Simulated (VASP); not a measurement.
# Ru (Pm-3m) in VASP: a series of runs

The runs below take Ru through single point, with LDA.

All numbers are computed with VASP 6.6.1; they aren't measurements. Logs are shortened: lines on timing, memory, paths and dates and some standing lists are left out, and cuts for length are marked.

## 1. The cell of the first run

Symmetry: Pm-3m, No. 221, cubic system. Conventional cell: a = 2.423 Å, b = 2.423 Å, c = 2.423 Å, α = 90.00°, β = 90.00°, γ = 90.00°. Within 3.2 Å of Ru (site symmetry m-3m) lie 6 Ru at 2.42 Å.

## 2. Single point, LDA (volume scaled by 0.95)

File INCAR:

```
PREC     = Accurate       # precision mode
ENCUT    = 520            # plane-wave cutoff, eV
EDIFF    = 1E-6           # SCF threshold, eV
ISMEAR   = -1             # smearing method
SIGMA    = 0.1            # smearing width, eV
LREAL    = F              # projectors in reciprocal space
LASPH    = T              # aspherical terms in the spheres
NELM     = 100            # most SCF steps
ALGO     = Normal         # electronic algorithm
ISIF     = 2              # what is computed and relaxed
LWAVE    = F              # write WAVECAR
LCHARG   = F              # write CHGCAR
NBANDS   = 13             # bands
```

File KPOINTS:

```
Automatic mesh
0
Gamma
  17 17 17
```

File POSCAR:

```
Ru
1.0
    2.4225397869      0.0000000000      0.0000000000
    0.0000000000      2.4225397869      0.0000000000
    0.0000000000      0.0000000000      2.4225397869
Ru
1
Direct
    0.0000000000      0.0000000000      0.0000000000
```

Potentials or basis: VASP PAW LDA potentials, release 64 (Ru_pv).

Command:

```sh
> cat potpaw_LDA.64/Ru_pv/POTCAR > POTCAR
> mpirun -np 1 vasp_std > vasp.out
```

OUTCAR:

```text
PREC = Accurate
   ENCUT = 520
   EDIFF = 1E-6
   ISMEAR = -1
   LREAL = F
   LASPH = T
   NELM = 100
   ISIF = 2

 ion  position               nearest neighbor table
   1  0.000  0.000  0.000-

  LATTYP: Found a simple cubic cell.
 ALAT       =     2.4225397869

  Lattice vectors:

 A1 = (   2.4225397869,   0.0000000000,   0.0000000000)
 A2 = (   0.0000000000,   2.4225397869,   0.0000000000)
 A3 = (   0.0000000000,   0.0000000000,   2.4225397869)

Analysis of symmetry for initial positions (statically):
=====================================================================
 Subroutine PRICEL returns:
 Original cell was already a primitive cell.

 Routine SETGRP: Setting up the symmetry group for a
 simple cubic supercell.

 Subroutine GETGRP returns: Found 48 space group operations
 (whereof 48 operations were pure point group operations)
 out of a pool of 48 trial point group operations.

The static configuration has the point symmetry O_h .

Analysis of symmetry for dynamics (positions and initial velocities):
=====================================================================
 Subroutine PRICEL returns:
 Original cell was already a primitive cell.

 Routine SETGRP: Setting up the symmetry group for a
 simple cubic supercell.

 Subroutine GETGRP returns: Found 48 space group operations
 (whereof 48 operations were pure point group operations)
 out of a pool of 48 trial point group operations.

The dynamic configuration has the point symmetry O_h .

 Subroutine INISYM returns: Found 48 space group operations
 (whereof 48 operations are pure point group operations),
 and found     1 'primitive' translations

----------------------------------------------------------------------------------------

                                     Primitive cell

  volume of cell :      14.2172

  direct lattice vectors                    reciprocal lattice vectors
     2.422539787  0.000000000  0.000000000     0.412789918  0.000000000  0.000000000
     0.000000000  2.422539787  0.000000000     0.000000000  0.412789918  0.000000000
     0.000000000  0.000000000  2.422539787     0.000000000  0.000000000  0.412789918

  length of vectors
     2.422539787  2.422539787  2.422539787     0.412789918  0.412789918  0.412789918

  position of ions in fractional coordinates (direct lattice)
     0.000000000  0.000000000  0.000000000

  ion indices of the primitive-cell ions
   primitive index   ion index
                 1           1

----------------------------------------------------------------------------------------

 KPOINTS: Automatic mesh

Automatic generation of k-mesh.
 Grid dimensions read from file:
 generate k-points for:   17   17   17

 Generating k-lattice:

  Cartesian coordinates                     Fractional coordinates (reciprocal lattice)
     0.024281760  0.000000000  0.000000000     0.058823529  0.000000000  0.000000000
     0.000000000  0.024281760  0.000000000     0.000000000  0.058823529  0.000000000
     0.000000000  0.000000000  0.024281760     0.000000000  0.000000000  0.058823529

  Length of vectors
     0.024281760  0.024281760  0.024281760

  Shift w.r.t. Gamma in fractional coordinates (k-lattice)
     0.000000000  0.000000000  0.000000000

 Subroutine IBZKPT returns following result:
 ===========================================

 Found    165 irreducible k-points:

 Following reciprocal coordinates:
            Coordinates               Weight
  0.000000  0.000000  0.000000      1.000000
  0.058824  0.000000  0.000000      6.000000
  0.117647  0.000000  0.000000      6.000000
  0.176471  0.000000  0.000000      6.000000
  0.235294  0.000000  0.000000      6.000000
  0.294118  0.000000  0.000000      6.000000
[... 16 lines left out ...]
  0.411765  0.117647  0.000000     24.000000
  0.470588  0.117647  0.000000     24.000000
 [... further k-points ...]
   k-points           NKPTS =    165   k-points in BZ     NKDIM =    165   number of bands    NBANDS=     13
   number of dos      NEDOS =    301   number of ions     NIONS =      1
   total plane-waves  NPLWV =   5832
   dimension x,y,z NGX =    18 NGY =   18 NGZ =   18
   dimension x,y,z NGXF=    36 NGYF=   36 NGZF=   36
   ions per type =               1
   NGX,Y,Z   is equivalent  to a cutoff of  12.35, 12.35, 12.35 a.u.
   NGXF,Y,Z  is equivalent  to a cutoff of  24.70, 24.70, 24.70 a.u.
 SYSTEM =  unknown system
   PREC   = accura    normal or accurate (medium, high low for compatibility)
   ISTART =      0    job   : 0-new  1-cont  2-samecut
   ICHARG =      2    charge: 1-file 2-atom 10-const
   ISPIN  =      1    spin polarized calculation?
   LNONCOLLINEAR =      F non collinear calculations
   LSORBIT =      F    spin-orbit coupling
   LASPH  =      T    aspherical Exc in radial PAW
   ENCUT  =  520.0 eV  38.22 Ry    6.18 a.u.   4.50  4.50  4.50*2*pi/ulx,y,z
   NELM   =    100;   NELMIN=  2; NELMDL= -5     # of ELM steps
   EDIFF  = 0.1E-05   stopping-criterion for ELM
   LREAL  =      F    real-space projection
   EDIFFG = 0.1E-04   stopping-criterion for IOM
   NSW    =      0    number of steps for IOM
   IBRION =     -1    ionic relax: 0-MD 1-quasi-New 2-CG
   NFREE  =      0    steps in history (QN), initial steepest desc. (CG)
   ISIF   =      2    stress and relaxation
   ISYM   =      2    0-nonsym 1-usesym 2-fastsym
   POTIM  = 0.5000    time-step for ionic-motion
   TEBEG  =    0.0;   TEEND  =   0.0 temperature during run
   PSTRESS=    0.0 pullay stress
   NELECT =      14.0000    total number of electrons
   NUPDOWN=      -1.0000    fix difference up-down
   EMIN   =  10.00;   EMAX   =-10.00  energy-range for DOS
   EFERMI =   0.00;   METHOD = LEGACY
   ISMEAR =    -1;   SIGMA  =   0.10  broadening in eV -4-tet -1-fermi 0-gaus
   EFERMI_NEDOS =   21; number of points for ismear=-14 and -15
   IALGO  =     38    algorithm
   IMIX   =      4    mixing-type and parameters
     AMIX     =   0.40;   BMIX     =  1.00
     AMIX_MAG =   1.60;   BMIX_MAG =  1.00
  volume/ion in A,a.u.               =      14.22        95.94
  Fermi-wavevector in a.u.,A,eV,Ry     =   1.628721  3.077836 36.092594  2.652731
  Thomas-Fermi vector in A             =   2.721305
   LORBIT       =      0    0 simple, 1 ext, 2 COOP (PROOUT), +10 PAW based schemes
   GGA     = CA    functional components
   LHFCALC =     F    Hartree Fock is set to
   AEXX    =    0.0000 exact exchange contribution
   IVDW    =     0    specifies the selected vdW correction
   LEPSILON=     F    determine dielectric tensor
   LRPA    =     F    only Hartree local field effects (RPA)
 non-spin polarized calculation
  energy-cutoff  :      520.00
  volume of cell :       14.22
 maximum number of plane-waves:       395
 NGX is ok and might be reduce to    18
   NGX =  9   NGY =  9   NGZ =  9

 number of electron      14.0000012 magnetization

 Free energy of the ion-electron system (eV)
  ---------------------------------------------------
  ext. energy  EPLUGINS =         0.00000000
  ---------------------------------------------------
  free energy    TOTEN  =        -9.45490541 eV

  energy without entropy =       -9.41113574  energy(sigma->0) =       -9.43302058

 E-fermi :  12.1672     XC(G=0): -13.9371

 val. band max:       12.1664615814   @ k =   0.3529   0.2941   0.1176
 cond. band min:      12.1701806132   @ k =   0.2941   0.1176   0.0588
 fundamental gap:      0.0037190319
 Fermi energy:        12.1671848035

 k-point     1 :       0.0000    0.0000    0.0000
  band No.  band energies     occupation
      1     -30.0955      2.00000
      2     -30.0955      2.00000
      3     -30.0955      2.00000
      4       4.3471      2.00000
      5       5.9726      2.00000
      6       5.9726      2.00000
      7      14.1032      0.00000
      8      14.1032      0.00000
      9      14.1032      0.00000
     10      22.5244      0.00000
     11      29.5224      0.00000
     12      29.5224      0.00000
     13      29.5224      0.00000

 k-point     2 :       0.0588    0.0000    0.0000
  band No.  band energies     occupation
      1     -30.1489      2.00000
      2     -30.0910      2.00000
      3     -30.0910      2.00000
      4       4.4648      2.00000
      5       5.9997      2.00000
      6       6.1016      2.00000
      7      13.9663      0.00000
      8      13.9663      0.00000
      9      14.1134      0.00000
     10      22.5243      0.00000
     11      28.8516      0.00000
     12      29.7468      0.00000
     13      29.7468      0.00000

 k-point     3 :       0.1176    0.0000    0.0000
  band No.  band energies     occupation
      1     -30.3002      2.00000
      2     -30.0780      2.00000
      3     -30.0780      2.00000
      4       4.7791      2.00000
      5       6.0780      2.00000
      6       6.5073      2.00000
      7      13.5919      0.00000
      8      13.5919      0.00000
      9      14.1429      0.00000
     10      22.5242      0.00000
     11      27.3441      0.00000
     12      30.3770      0.00000
     13      30.3770      0.00000
[... 305 lines left out ...]
 k-point    23 :       0.4118    0.1176    0.0000
  band No.  band energies     occupation
      1     -31.4417      2.00000
      2     -30.1656      2.00000
      3     -29.9540      2.00000
      4       6.9688      2.00000
      5       7.6275      2.00000
      6       9.3026      2.00000
      7      11.2342      1.99982
      8      12.9809      0.00058
      9      13.9456      0.00000
     10      21.0264      0.00000
     11      22.5261      0.00000
     12      29.4232      0.00000
     13      32.7309      0.00000

 k-point    24 :       0.4706    0.1176    0.0000
  band No.  band energies     occupation
      1     -31.5332      2.00000
      2     -30.1558      2.00000
      3     -29.9450      2.00000
      4       7.0695      2.00000
      5       7.8671      2.00000
      6       9.1136      2.00000
      7      11.0674      1.99997
      8      13.5168      0.00000
      9      13.9706      0.00000
     10      20.5699      0.00000
     11      22.5258      0.00000
     12      29.1470      0.00000
     13      33.1978      0.00000

 [... further k-points ...]
[... 5 lines left out ...]
  --------------------------------------------------------------------------------------
  -------------------------------------------------------------------------------------
  Total        1.4522540      1.4522540      1.4522540      0.0000000     -0.0000000     -0.0000000
  in kB      163.6591990    163.6591990    163.6591990      0.0000000     -0.0000000     -0.0000000
  external PRESSURE =     163.6591990 kB  Pullay stress =       0.0000000 kB

 VOLUME and BASIS-vectors are now :
 -----------------------------------------------------------------------------
  energy-cutoff  :      520.00
  volume of cell :       14.22
      direct lattice vectors                 reciprocal lattice vectors
     2.422539787  0.000000000  0.000000000     0.412789918  0.000000000  0.000000000
     0.000000000  2.422539787  0.000000000     0.000000000  0.412789918  0.000000000
     0.000000000  0.000000000  2.422539787     0.000000000  0.000000000  0.412789918

 POSITION                                       TOTAL-FORCE (eV/Angst)
 -----------------------------------------------------------------------------------
      0.00000      0.00000      0.00000         0.000000      0.000000      0.000000
 -----------------------------------------------------------------------------------
    total drift:                                0.000000      0.000000      0.000000

  FREE ENERGIE OF THE ION-ELECTRON SYSTEM (eV)
  ---------------------------------------------------
  free  energy   TOTEN  =        -9.4549054138 eV

  energy  without entropy=       -9.4111357446  energy(sigma->0) =       -9.43302058
```

It took 14 s on 1 thread of Intel Xeon Platinum 8259CL at 2.50GHz (Skylake/Cascade Lake), shared host; peak memory 0.13 GiB.

What came out:

```yaml
Free_energy: -9.4549 eV
Pressure: 16.4 GPa
Band_gap_on_the_k_mesh: zero (band 7 reaches 16.38 eV, above the bottom of band 8 at 10.95 eV)
```

Levels at points of the mesh, in eV from the Fermi level:
| k point | band 4 | band 5 | band 6 | band 7 | band 8 | band 9 | band 10 | band 11 |
| --- | --- | --- | --- | --- | --- | --- | --- | --- |
| (0.00, 0.00, 0.00) | -7.82 | -6.19 | -6.19 | 1.94 | 1.94 | 1.94 | 10.36 | 17.36 |

Caveat: the cell differs from its parent crystal (volume scaled by 0.95).

## 3. Single point, LDA

This run uses another cell than the first one, of 14.97 Å³/atom, 1.053 times its volume.

File INCAR:

```
SYSTEM = Ru
ALGO = Normal ; EDIFF = 1E-7
ENCUT = 520 ; GGA = CA
ISIF = 2 ; ISMEAR = -1
LASPH = .True. ; LCHARG = .False.
LREAL = .False. ; LWAVE = .False.
NBANDS = 13 ; NELM = 100
PREC = Accurate ; SIGMA = 0.1
```

File KPOINTS:

```
k-points
0
Gamma
  17 17 17
  0 0 0
```

File POSCAR:

```
Ru
1.0
    2.4643159239      0.0000000000      0.0000000000
    0.0000000000      2.4643159239      0.0000000000
    0.0000000000      0.0000000000      2.4643159239
Ru
1
Direct
    0.0000000000      0.0000000000      0.0000000000
```

Potentials or basis: VASP PAW LDA potentials, release 64 (Ru_pv).

Command:

```sh
> cat potpaw_LDA.64/Ru_pv/POTCAR > POTCAR
> mpirun -np 1 vasp_std > vasp.out
```

OUTCAR:

```text
SYSTEM = Ru
   EDIFF = 1E-7
   ENCUT = 520
   GGA = CA
   ISIF = 2
   ISMEAR = -1
   LASPH = .True.
   LREAL = .False.
   NELM = 100
   PREC = Accurate

 ion  position               nearest neighbor table
   1  0.000  0.000  0.000-

  LATTYP: Found a simple cubic cell.
 ALAT       =     2.4643159239

  Lattice vectors:

 A1 = (   2.4643159239,   0.0000000000,   0.0000000000)
 A2 = (   0.0000000000,   2.4643159239,   0.0000000000)
 A3 = (   0.0000000000,   0.0000000000,   2.4643159239)

Analysis of symmetry for initial positions (statically):
=====================================================================
 Subroutine PRICEL returns:
 Original cell was already a primitive cell.

 Routine SETGRP: Setting up the symmetry group for a
 simple cubic supercell.

 Subroutine GETGRP returns: Found 48 space group operations
 (whereof 48 operations were pure point group operations)
 out of a pool of 48 trial point group operations.

The static configuration has the point symmetry O_h .

Analysis of symmetry for dynamics (positions and initial velocities):
=====================================================================
 Subroutine PRICEL returns:
 Original cell was already a primitive cell.

 Routine SETGRP: Setting up the symmetry group for a
 simple cubic supercell.

 Subroutine GETGRP returns: Found 48 space group operations
 (whereof 48 operations were pure point group operations)
 out of a pool of 48 trial point group operations.

The dynamic configuration has the point symmetry O_h .

 Subroutine INISYM returns: Found 48 space group operations
 (whereof 48 operations are pure point group operations),
 and found     1 'primitive' translations

----------------------------------------------------------------------------------------

                                     Primitive cell

  volume of cell :      14.9654

[... 105 lines left out ...]
     AMIX     =   0.40;   BMIX     =  1.00
     AMIX_MAG =   1.60;   BMIX_MAG =  1.00
  volume/ion in A,a.u.               =      14.97       100.99
  Fermi-wavevector in a.u.,A,eV,Ry     =   1.601110  3.025659 34.879252  2.563553
  Thomas-Fermi vector in A             =   2.698140
   LORBIT       =      0    0 simple, 1 ext, 2 COOP (PROOUT), +10 PAW based schemes
   GGA     = CA    functional components
   LHFCALC =     F    Hartree Fock is set to
   AEXX    =    0.0000 exact exchange contribution
   IVDW    =     0    specifies the selected vdW correction
   LEPSILON=     F    determine dielectric tensor
   LRPA    =     F    only Hartree local field effects (RPA)
 non-spin polarized calculation
  energy-cutoff  :      520.00
  volume of cell :       14.97
 maximum number of plane-waves:       417
   NGX =  9   NGY =  9   NGZ =  9

 number of electron      14.0000002 magnetization

 Free energy of the ion-electron system (eV)
  ---------------------------------------------------
  ext. energy  EPLUGINS =         0.00000000
  ---------------------------------------------------
  free energy    TOTEN  =        -9.49423567 eV

  energy without entropy =       -9.44685160  energy(sigma->0) =       -9.47054363

 E-fermi :  11.2597     XC(G=0): -13.6322

 val. band max:       11.2569379840   @ k =   0.3529   0.2941   0.1176
 cond. band min:      11.2631899949   @ k =   0.2941   0.2353   0.0000
 fundamental gap:      0.0062520108
 Fermi energy:        11.2596849956

 k-point     1 :       0.0000    0.0000    0.0000
  band No.  band energies     occupation
      1     -30.9728      2.00000
      2     -30.9728      2.00000
      3     -30.9728      2.00000
      4       3.7514      2.00000
      5       5.4867      2.00000
      6       5.4867      2.00000
      7      13.0465      0.00000
      8      13.0465      0.00000
      9      13.0465      0.00000
     10      21.6639      0.00000
     11      28.2231      0.00000
     12      28.2231      0.00000
     13      28.2231      0.00000
[... 354 lines left out ...]
  band No.  band energies     occupation
      1     -32.2049      2.00000
      2     -31.0251      2.00000
      3     -30.8453      2.00000
      4       6.4810      2.00000
      5       7.1801      2.00000
      6       8.4433      2.00000
      7      10.2560      1.99991
      8      12.5803      0.00000
      9      12.9255      0.00000
     10      19.1590      0.00000
     11      21.6648      0.00000
     12      28.1386      0.00000
     13      31.8384      0.00000

 [... further k-points ...]
[... 5 lines left out ...]
  --------------------------------------------------------------------------------------
  -------------------------------------------------------------------------------------
  Total        0.0874506      0.0874506      0.0874506     -0.0000000      0.0000000     -0.0000000
  in kB        9.3623357      9.3623357      9.3623357     -0.0000000      0.0000000     -0.0000000
  external PRESSURE =       9.3623357 kB  Pullay stress =       0.0000000 kB

 VOLUME and BASIS-vectors are now :
 -----------------------------------------------------------------------------
  energy-cutoff  :      520.00
  volume of cell :       14.97
      direct lattice vectors                 reciprocal lattice vectors
     2.464315924  0.000000000  0.000000000     0.405792127  0.000000000  0.000000000
     0.000000000  2.464315924  0.000000000     0.000000000  0.405792127  0.000000000
     0.000000000  0.000000000  2.464315924     0.000000000  0.000000000  0.405792127

 POSITION                                       TOTAL-FORCE (eV/Angst)
 -----------------------------------------------------------------------------------
      0.00000      0.00000      0.00000         0.000000      0.000000      0.000000
 -----------------------------------------------------------------------------------
    total drift:                                0.000000      0.000000      0.000000

  FREE ENERGIE OF THE ION-ELECTRON SYSTEM (eV)
  ---------------------------------------------------
  free  energy   TOTEN  =        -9.4942356727 eV

  energy  without entropy=       -9.4468515969  energy(sigma->0) =       -9.47054363
```

stdout:

```text
POSCAR found type information on POSCAR Ru
 POSCAR found :  1 types and       1 ions
 scaLAPACK will be used
 LDA part: xc-table for (Slater(with rela. corr.)+CA(PZ))
 , standard interpolation
 POSCAR, INCAR and KPOINTS ok, starting setup
 FFT: planning ... GRIDC
 FFT: planning ... GRID_SOFT
 FFT: planning ... GRID
 WAVECAR not read
 entering main loop
```

Wall time 14 s (1 thread of Intel Xeon Platinum 8259CL at 2.50GHz (Skylake/Cascade Lake), shared host); peak memory 0.13 GiB.

Results:

```yaml
Free_energy: -9.4942 eV
Pressure: 0.9 GPa
Band_gap_on_the_k_mesh: zero (band 7 reaches 15.15 eV, above the bottom of band 8 at 10.16 eV)
```

[end of part 1 of 2]
